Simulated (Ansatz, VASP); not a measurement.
# One calculation of KCl, two programs

File POSCAR:

```
KCl
1.0
   -0.0392057757      3.1056425464      3.1056425464
    3.1056425464     -0.0392057757      3.1056425464
    3.1056425464      3.1056425464     -0.0392057757
K Cl
1 1
Direct
    0.0000000000      0.0000000000      0.0000000000
    0.5000000000      0.5000000000      0.5000000000
```

INCAR.step1

```
SYSTEM = KCl
ALGO = Normal ; EDIFF = 1E-4
ENCUT = 520 ; GGA = PE
ISMEAR = 0 ; LASPH = .True.
LCHARG = .False. ; LREAL = .False.
LWAVE = .True. ; NBANDS = 15
NELM = 60 ; PREC = Accurate
SIGMA = 0.01
```

File INCAR.step2:

```
SYSTEM = KCl
ALGO = Normal ; EDIFF = 1E-7
ENCUT = 520 ; ISIF = 2
ISMEAR = 0 ; ISTART = 1
LASPH = .True. ; LCHARG = .True.
LELF = .True. ; LMIXTAU = .True.
LREAL = .False. ; LVHAR = .True.
LWAVE = .False. ; METAGGA = R2SCAN
NBANDS = 15 ; NELM = 60
PREC = Accurate ; SIGMA = 0.01
```

File KPOINTS:

```
k-points
0
Gamma
  8 8 8
  0 0 0
```

Input for Ansatz:

```yaml
crystal:
  lattice:
    - [-0.0392057757, 3.1056425464, 3.1056425464]
    - [3.1056425464, -0.0392057757, 3.1056425464]
    - [3.1056425464, 3.1056425464, -0.0392057757]
  atoms:
    - { symbol: K, position: [0.0, 0.0, 0.0] }
    - { symbol: Cl, position: [0.5, 0.5, 0.5] }
kpoints:
  mp_grid: { grid: [8, 8, 8] }
  band_path:
    path:
      - [0.0, 0.0, 0.0]
      - [0.5, 0.0, 0.5]
      - [0.625, 0.25, 0.625]
      - [0.375, 0.375, 0.75]
      - [0.5, 0.5, 0.5]
      - [0.5, 0.25, 0.75]
    npoints: 1
hamiltonian:
  xc: r2scan
scf:
  occupations: { method: fixed }
  n_extra_bands: 4
output:
  forces: true
  stress: true
  eigenvalues: true
```

Change from the starting cell: shear_111 strain -1.9%.

Alike in both runs: task single point; functional r2SCAN; k mesh 8 × 8 × 8; no spin polarisation.

|  | VASP | Ansatz |
| --- | --- | --- |
| version | VASP 6.6.1 | Ansatz 0.2.0 |
| potentials or method | VASP PAW PBE potentials, release 64 (K_sv, Cl) | plane waves, PAW |
| plane-wave cutoff (eV) | 520 | 500 |
| occupations | gaussian, width 0.01 eV | fixed |
| valence electrons in the cell | 16 | 16 |

VASP gave:

* gap on the k mesh at the Fermi level (eV): 5.88
* pressure (GPa): 0.4
* traceless stress, the component that is largest in VASP (GPa): 0.08

**Question.** Which values does Ansatz return?

**Answer.** gap on the k mesh at the Fermi level (eV): 5.87; pressure (GPa): 0.4; traceless stress, the component that is largest in VASP (GPa): 0.08.

VASP's potentials were made for PBE, not for r2SCAN.
